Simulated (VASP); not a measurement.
## Ag: single point with PBEsol

Crystal: Ag.

```
CELL_PARAMETERS angstrom
1.47305 0.85046 7.20465
-1.47305 0.85046 7.20465
0.00000 -1.70093 7.20465
ATOMIC_POSITIONS crystal
Ag 0.22228 0.22228 0.22228
Ag 0.77772 0.77772 0.77772
Ag 0.00000 0.00000 0.00000
```

```yaml
Program: VASP 6.6.1
Task: single point
Functional: PBEsol
Potentials_or_basis: VASP PAW PBE potentials, release 64 (Ag)
Cutoff: 520 eV
k_mesh: 10 × 10 × 10
Occupations: fermi-dirac, width 0.05 eV
Spin: no spin polarisation
```

* Pressure: -7.3 GPa
* Band gap on the k mesh: zero (an odd number of electrons rules out a gap without spin polarisation)

Forces in eV/Å, atoms in the order of the input:
```
Ag   0.000  0.000  0.002
Ag   0.000  0.000 -0.002
Ag   0.000  0.000  0.000
```

Stress tensor (GPa, compression positive):
```
-7.11  0.00  0.00
 0.00 -7.11  0.00
 0.00  0.00 -7.65
```

Levels at points of the mesh, in eV from the Fermi level:
| k point | band 14 | band 15 | band 16 | band 17 | band 18 | band 19 | band 20 | band 21 |
| --- | --- | --- | --- | --- | --- | --- | --- | --- |
| (0.00, 0.00, 0.00) | -3.15 | -3.09 | -3.08 | -3.04 | -3.04 | 7.67 | 7.69 | 15.41 |
| (0.50, 0.00, 0.00) | -2.72 | -2.72 | 0.03 | 1.27 | 1.27 | 4.69 | 4.91 | 6.04 |
| (0.50, 0.50, 0.00) | -2.72 | -2.69 | 0.35 | 0.58 | 1.50 | 3.87 | 5.79 | 7.95 |
| (0.50, 0.50, 0.50) | -3.44 | -3.44 | -2.89 | -2.89 | -0.22 | 3.37 | 13.79 | 13.88 |

Wall time 14 min on 1 thread of Intel(R) Xeon(R) Platinum 8488C (Sapphire Rapids), on a shared host, peak memory 0.47 GiB.

Caveat: the cell stands under tension; the PAW data sets were made with another functional, which shifts forces and pressure a little.
